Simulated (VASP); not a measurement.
# AlNi (Pm-3m) in VASP: notebook

Runs on AlNi. Level: LDA. Tasks: single point, relaxation of cell and atoms.

Everything below comes from runs of VASP 6.6.1. Logs are shortened: lines on timing, memory, paths and dates and some standing lists are left out, and cuts for length are marked.

## (1) The cell of the first run

Symmetry: Pm-3m, No. 221, cubic system. Conventional cell: a = 2.833 Å, b = 2.833 Å, c = 2.833 Å, α = 90.00°, β = 90.00°, γ = 90.00°. Al (site symmetry m-3m) has 8 Ni at 2.45 Å and 6 Al at 2.83 Å within 3.2 Å. Within 3.2 Å of Ni (site symmetry m-3m) lie 8 Al at 2.45 Å and 6 Ni at 2.83 Å.

## (2) Single point, LDA

INCAR

```
SYSTEM = AlNi
ALGO = Normal
EDIFF = 1E-7
ENCUT = 520
ISIF = 2
ISMEAR = -1
LASPH = .True.
LCHARG = .True.
LELF = .True.
LREAL = .False.
LVHAR = .True.
LWAVE = .False.
NBANDS = 14
NELM = 100
PREC = Accurate
SIGMA = 0.05
```

KPOINTS

```
k-points
0
Gamma
  16 16 16
  0 0 0
```

POSCAR

```
AlNi
1.0
    2.8325749635      0.0000000000      0.0000000000
    0.0000000000      2.8325749635      0.0000000000
    0.0000000000      0.0000000000      2.8325749635
Al Ni
1 1
Direct
    0.0000000000      0.0000000000      0.0000000000
    0.5000000000      0.5000000000      0.5000000000
```

Potentials or basis: VASP PAW LDA potentials, release 64 (Al, Ni).

Started as:

```console
cat potpaw_LDA.64/Al/POTCAR potpaw_LDA.64/Ni/POTCAR > POTCAR
mpirun -np 1 vasp_std > vasp.out
```

OUTCAR:

```text
SYSTEM = AlNi
   EDIFF = 1E-7
   ENCUT = 520
   ISIF = 2
   ISMEAR = -1
   LASPH = .True.
   LREAL = .False.
   NELM = 100
   PREC = Accurate

 ion  position               nearest neighbor table
   1  0.000  0.000  0.000-   2 2.45   2 2.45   2 2.45   2 2.45   2 2.45   2 2.45   2 2.45   2 2.45

   2  0.500  0.500  0.500-   1 2.45   1 2.45   1 2.45   1 2.45   1 2.45   1 2.45   1 2.45   1 2.45

  LATTYP: Found a simple cubic cell.
 ALAT       =     2.8325749635

  Lattice vectors:

 A1 = (   2.8325749635,   0.0000000000,   0.0000000000)
 A2 = (   0.0000000000,   2.8325749635,   0.0000000000)
 A3 = (   0.0000000000,   0.0000000000,   2.8325749635)

Analysis of symmetry for initial positions (statically):
=====================================================================
 Subroutine PRICEL returns:
 Original cell was already a primitive cell.

 Routine SETGRP: Setting up the symmetry group for a
 simple cubic supercell.

 Subroutine GETGRP returns: Found 48 space group operations
 (whereof 48 operations were pure point group operations)
 out of a pool of 48 trial point group operations.

The static configuration has the point symmetry O_h .

Analysis of symmetry for dynamics (positions and initial velocities):
=====================================================================
 Subroutine PRICEL returns:
 Original cell was already a primitive cell.

 Routine SETGRP: Setting up the symmetry group for a
 simple cubic supercell.

 Subroutine GETGRP returns: Found 48 space group operations
 (whereof 48 operations were pure point group operations)
 out of a pool of 48 trial point group operations.

The dynamic configuration has the point symmetry O_h .

 Subroutine INISYM returns: Found 48 space group operations
 (whereof 48 operations are pure point group operations),
 and found     1 'primitive' translations

----------------------------------------------------------------------------------------

                                     Primitive cell

  volume of cell :      22.7271

  direct lattice vectors                    reciprocal lattice vectors
     2.832574963  0.000000000  0.000000000     0.353035670  0.000000000  0.000000000
     0.000000000  2.832574963  0.000000000     0.000000000  0.353035670  0.000000000
     0.000000000  0.000000000  2.832574963     0.000000000  0.000000000  0.353035670

  length of vectors
     2.832574963  2.832574963  2.832574963     0.353035670  0.353035670  0.353035670

  position of ions in fractional coordinates (direct lattice)
     0.000000000  0.000000000  0.000000000
     0.500000000  0.500000000  0.500000000

  ion indices of the primitive-cell ions
   primitive index   ion index
                 1           1
                 2           2

----------------------------------------------------------------------------------------

 KPOINTS: k-points

Automatic generation of k-mesh.
 Grid dimensions read from file:
 generate k-points for:   16   16   16

 Generating k-lattice:

  Cartesian coordinates                     Fractional coordinates (reciprocal lattice)
     0.022064729  0.000000000  0.000000000     0.062500000  0.000000000  0.000000000
     0.000000000  0.022064729  0.000000000     0.000000000  0.062500000  0.000000000
     0.000000000  0.000000000  0.022064729     0.000000000  0.000000000  0.062500000

  Length of vectors
     0.022064729  0.022064729  0.022064729

  Shift w.r.t. Gamma in fractional coordinates (k-lattice)
     0.000000000  0.000000000  0.000000000

 Subroutine IBZKPT returns following result:
 ===========================================

 Found    165 irreducible k-points:

 Following reciprocal coordinates:
            Coordinates               Weight
  0.000000  0.000000  0.000000      1.000000
  0.062500  0.000000  0.000000      6.000000
  0.125000  0.000000  0.000000      6.000000
  0.187500  0.000000  0.000000      6.000000
  0.250000  0.000000  0.000000      6.000000
  0.312500  0.000000  0.000000      6.000000
[... 16 lines left out ...]
  0.437500  0.125000  0.000000     24.000000
  0.500000  0.125000  0.000000     12.000000
 [... further k-points ...]
   k-points           NKPTS =    165   k-points in BZ     NKDIM =    165   number of bands    NBANDS=     14
   number of dos      NEDOS =    301   number of ions     NIONS =      2
   total plane-waves  NPLWV =  13824
   dimension x,y,z NGX =    24 NGY =   24 NGZ =   24
   dimension x,y,z NGXF=    48 NGYF=   48 NGZF=   48
   ions per type =               1   1
   NGX,Y,Z   is equivalent  to a cutoff of  14.09, 14.09, 14.09 a.u.
   NGXF,Y,Z  is equivalent  to a cutoff of  28.17, 28.17, 28.17 a.u.
 SYSTEM =  AlNi
   PREC   = accura    normal or accurate (medium, high low for compatibility)
   ISTART =      0    job   : 0-new  1-cont  2-samecut
   ICHARG =      2    charge: 1-file 2-atom 10-const
   ISPIN  =      1    spin polarized calculation?
   LNONCOLLINEAR =      F non collinear calculations
   LSORBIT =      F    spin-orbit coupling
   LASPH  =      T    aspherical Exc in radial PAW
   ENCUT  =  520.0 eV  38.22 Ry    6.18 a.u.   5.27  5.27  5.27*2*pi/ulx,y,z
   NELM   =    100;   NELMIN=  2; NELMDL= -5     # of ELM steps
   EDIFF  = 0.1E-06   stopping-criterion for ELM
   LREAL  =      F    real-space projection
   EDIFFG = 0.1E-05   stopping-criterion for IOM
   NSW    =      0    number of steps for IOM
   IBRION =     -1    ionic relax: 0-MD 1-quasi-New 2-CG
   NFREE  =      0    steps in history (QN), initial steepest desc. (CG)
   ISIF   =      2    stress and relaxation
   ISYM   =      2    0-nonsym 1-usesym 2-fastsym
   POTIM  = 0.5000    time-step for ionic-motion
   TEBEG  =    0.0;   TEEND  =   0.0 temperature during run
   PSTRESS=    0.0 pullay stress
   NELECT =      13.0000    total number of electrons
   NUPDOWN=      -1.0000    fix difference up-down
   EMIN   =  10.00;   EMAX   =-10.00  energy-range for DOS
   EFERMI =   0.00;   METHOD = LEGACY
   ISMEAR =    -1;   SIGMA  =   0.05  broadening in eV -4-tet -1-fermi 0-gaus
   EFERMI_NEDOS =   21; number of points for ismear=-14 and -15
   IALGO  =     38    algorithm
   IMIX   =      4    mixing-type and parameters
     AMIX     =   0.40;   BMIX     =  1.00
     AMIX_MAG =   1.60;   BMIX_MAG =  1.00
  volume/ion in A,a.u.               =      11.36        76.69
  Fermi-wavevector in a.u.,A,eV,Ry     =   1.358964  2.568069 25.127001  1.846782
  Thomas-Fermi vector in A             =   2.485752
   LORBIT       =      0    0 simple, 1 ext, 2 COOP (PROOUT), +10 PAW based schemes
   GGA     = CA    functional components
   LHFCALC =     F    Hartree Fock is set to
   AEXX    =    0.0000 exact exchange contribution
   IVDW    =     0    specifies the selected vdW correction
   LEPSILON=     F    determine dielectric tensor
   LRPA    =     F    only Hartree local field effects (RPA)
 non-spin polarized calculation
  energy-cutoff  :      520.00
  volume of cell :       22.73
 maximum number of plane-waves:       627
 NGX is ok and might be reduce to    24
   NGX = 11   NGY = 11   NGZ = 11

 number of electron      12.9999994 magnetization

 Free energy of the ion-electron system (eV)
  ---------------------------------------------------
  ext. energy  EPLUGINS =         0.00000000
  ---------------------------------------------------
  free energy    TOTEN  =       -12.20012590 eV

  energy without entropy =      -12.19406175  energy(sigma->0) =      -12.19709383

 E-fermi :  10.4435     XC(G=0): -12.5498

 val. band max:       10.4413955590   @ k =   0.4375   0.4375   0.2500
 cond. band min:      10.4472451800   @ k =   0.5000   0.4375   0.3125
 fundamental gap:      0.0058496210
 Fermi energy:        10.4434570672

 k-point     1 :       0.0000    0.0000    0.0000
  band No.  band energies     occupation
      1      -1.0208      2.00000
      2       6.9422      2.00000
      3       6.9422      2.00000
      4       8.7676      2.00000
      5       8.7676      2.00000
      6       8.7676      2.00000
      7      16.1249      0.00000
      8      16.1249      0.00000
      9      16.1249      0.00000
     10      18.8252      0.00000
     11      18.8252      0.00000
     12      24.9307      0.00000
     13      31.8367      0.00000
     14      31.8367      0.00000

 k-point     2 :       0.0625    0.0000    0.0000
  band No.  band energies     occupation
      1      -0.9463      2.00000
      2       6.9389      2.00000
      3       6.9603      2.00000
      4       8.7339      2.00000
      5       8.7339      2.00000
      6       8.7713      2.00000
      7      15.3209      0.00000
      8      16.2235      0.00000
      9      16.2235      0.00000
     10      18.8263      0.00000
     11      19.5614      0.00000
     12      25.1798      0.00000
     13      30.9816      0.00000
     14      30.9816      0.00000

 k-point     3 :       0.1250    0.0000    0.0000
  band No.  band energies     occupation
      1      -0.7235      2.00000
      2       6.9151      2.00000
      3       7.0123      2.00000
      4       8.6407      2.00000
      5       8.6407      2.00000
      6       8.7817      2.00000
      7      13.9105      0.00000
      8      16.5117      0.00000
      9      16.5117      0.00000
     10      18.8295      0.00000
     11      20.7374      0.00000
     12      25.9663      0.00000
     13      29.4756      0.00000
     14      29.4756      0.00000
[... 324 lines left out ...]
 k-point    23 :       0.4375    0.1250    0.0000
  band No.  band energies     occupation
      1       2.6832      2.00000
      2       4.5826      2.00000
      3       7.4825      2.00000
      4       7.9708      2.00000
      5       8.0640      2.00000
      6       8.7517      2.00000
      7       9.8161      1.99999
      8      17.1417      0.00000
      9      19.0086      0.00000
     10      20.4078      0.00000
     11      22.1192      0.00000
     12      22.7079      0.00000
     13      26.1615      0.00000
     14      27.1006      0.00000

 k-point    24 :       0.5000    0.1250    0.0000
  band No.  band energies     occupation
      1       3.5414      2.00000
      2       3.6966      2.00000
      3       7.5134      2.00000
      4       7.9475      2.00000
      5       8.0397      2.00000
      6       8.7559      2.00000
      7       9.7394      2.00000
      8      17.5997      0.00000
      9      18.5638      0.00000
     10      21.1327      0.00000
     11      21.8893      0.00000
     12      22.0488      0.00000
     13      26.3928      0.00000
     14      26.9587      0.00000

 [... further k-points ...]
[... 5 lines left out ...]
  --------------------------------------------------------------------------------------
  -------------------------------------------------------------------------------------
  Total        0.0431532      0.0431532      0.0431532     -0.0000000     -0.0000000      0.0000000
  in kB        3.0421423      3.0421423      3.0421423     -0.0000000     -0.0000000      0.0000000
  external PRESSURE =       3.0421423 kB  Pullay stress =       0.0000000 kB

 VOLUME and BASIS-vectors are now :
 -----------------------------------------------------------------------------
  energy-cutoff  :      520.00
  volume of cell :       22.73
      direct lattice vectors                 reciprocal lattice vectors
     2.832574963  0.000000000  0.000000000     0.353035670  0.000000000  0.000000000
     0.000000000  2.832574963  0.000000000     0.000000000  0.353035670  0.000000000
     0.000000000  0.000000000  2.832574963     0.000000000  0.000000000  0.353035670

 POSITION                                       TOTAL-FORCE (eV/Angst)
 -----------------------------------------------------------------------------------
      0.00000      0.00000      0.00000         0.000000      0.000000      0.000000
      1.41629      1.41629      1.41629         0.000000      0.000000      0.000000
 -----------------------------------------------------------------------------------
    total drift:                                0.000000      0.000000     -0.000000

  FREE ENERGIE OF THE ION-ELECTRON SYSTEM (eV)
  ---------------------------------------------------
  free  energy   TOTEN  =       -12.2001258975 eV

  energy  without entropy=      -12.1940617536  energy(sigma->0) =      -12.19709383
```

Run time: 14 s. Hardware: 1 thread of Intel Xeon 6975P-C (Granite Rapids), shared host; peak memory 0.17 GiB.

Results:

```yaml
Free_energy: -12.2001 eV
Pressure: 0.3 GPa
```

Levels at points of the mesh, in eV from the Fermi level:
| k point | band 4 | band 5 | band 6 | band 7 | band 8 | band 9 | band 10 | band 11 |
| --- | --- | --- | --- | --- | --- | --- | --- | --- |
| (0.00, 0.00, 0.00) | -1.68 | -1.68 | -1.68 | 5.68 | 5.68 | 5.68 | 8.38 | 8.38 |
| (0.50, 0.00, 0.00) | -2.43 | -2.43 | -1.58 | -0.70 | 8.42 | 10.23 | 10.23 | 11.33 |
| (0.50, 0.50, 0.00) | -2.97 | -2.25 | -2.25 | -1.11 | 1.55 | 2.72 | 12.70 | 15.54 |
| (0.50, 0.50, 0.50) | -1.07 | -1.07 | 1.98 | 1.98 | 1.98 | 4.05 | 4.71 | 4.71 |

Spin polarisation is off, so any magnetic state and its effect on volume and gap are missing.

## (3) Relaxation of cell and atoms, LDA

This run uses another cell than the first one, of 11.96 Å³/atom, 1.052 times its volume.

INCAR

```
SYSTEM = AlNi
PREC = Accurate ; ENCUT = 600
EDIFF = 1E-7 ; ISMEAR = -1
SIGMA = 0.05 ; LREAL = .FALSE.
LASPH = .TRUE. ; NELM = 60
ALGO = Normal ; ISIF = 3
LWAVE = .FALSE. ; LCHARG = .FALSE.
IBRION = 2 ; NSW = 100
EDIFFG = -0.002
```

KPOINTS

```
regular mesh
0
G
  16 16 16
  0 0 0
```

POSCAR

```
AlNi
1.0
    2.8810000000      0.0000000000      0.0000000000
    0.0000000000      2.8810000000      0.0000000000
    0.0000000000      0.0000000000      2.8810000000
Al Ni
1 1
Direct
    0.0000000000      0.0000000000      0.0000000000
    0.5000000000      0.5000000000      0.5000000000
```

Potentials or basis: VASP PAW LDA potentials, release 64 (Al, Ni).

Started as:

```console
cat potpaw_LDA.64/Al/POTCAR potpaw_LDA.64/Ni/POTCAR > POTCAR
mpirun -np 1 vasp_std > vasp.out
```

It took 41 s on 1 thread of Intel Xeon 6975P-C (Granite Rapids), shared host; peak memory 0.18 GiB.

Results (log left out):

```
Free energy                            : -12.2006 eV
Relaxed volume                         : 11.38 Å³/atom
Relaxed cell                           : a = 2.834 Å, b = 2.834 Å, c = 2.834 Å, α = 90.00°, β = 90.00°, γ = 90.00°
Space group after relaxing (to 0.05 Å) : Pm-3m (No. 221)
Energy gained by relaxing              : 15.5 meV/atom
Ionic steps                            : 6
Pressure after relaxing                : 0.0 GPa
```

Step by step:
| step | energy change (eV) | largest force (eV/Å) | pressure (GPa) | volume (Å³) |
| --- | --- | --- | --- | --- |
| 1 | 0.0000 | 0.0000 | -8.27 | 23.91 |
| 2 | -0.0080 | 0.0000 | 8.32 | 21.84 |
| 3 | -0.0311 | 0.0000 | -0.07 | 22.77 |
| 4 | -0.0311 | 0.0000 | 0.11 | 22.74 |
| 5 | -0.0311 | 0.0000 | -0.05 | 22.77 |
| 6 | -0.0311 | 0.0000 | -0.01 | 22.76 |

Final structure:
```
Al Ni
1.0
     2.83388    0.00000    0.00000
     0.00000    2.83388    0.00000
     0.00000    0.00000    2.83388
Al Ni
1 1
Direct
  0.00000 0.00000 0.00000
  0.50000 0.50000 0.50000
```

Levels at points of the mesh, in eV from the Fermi level:
```csv
k point,band 5,band 6,band 7,band 8,band 9,band 10
"(0.00, 0.00, 0.00)",-1.67,-1.67,5.68,5.68,5.68,8.38
"(0.50, 0.00, 0.00)",-2.42,-1.58,-0.70,8.42,10.22,10.22
"(0.50, 0.50, 0.00)",-2.25,-2.25,-1.10,1.55,2.71,12.68
"(0.50, 0.50, 0.50)",-1.07,1.98,1.98,1.98,4.04,4.71
```
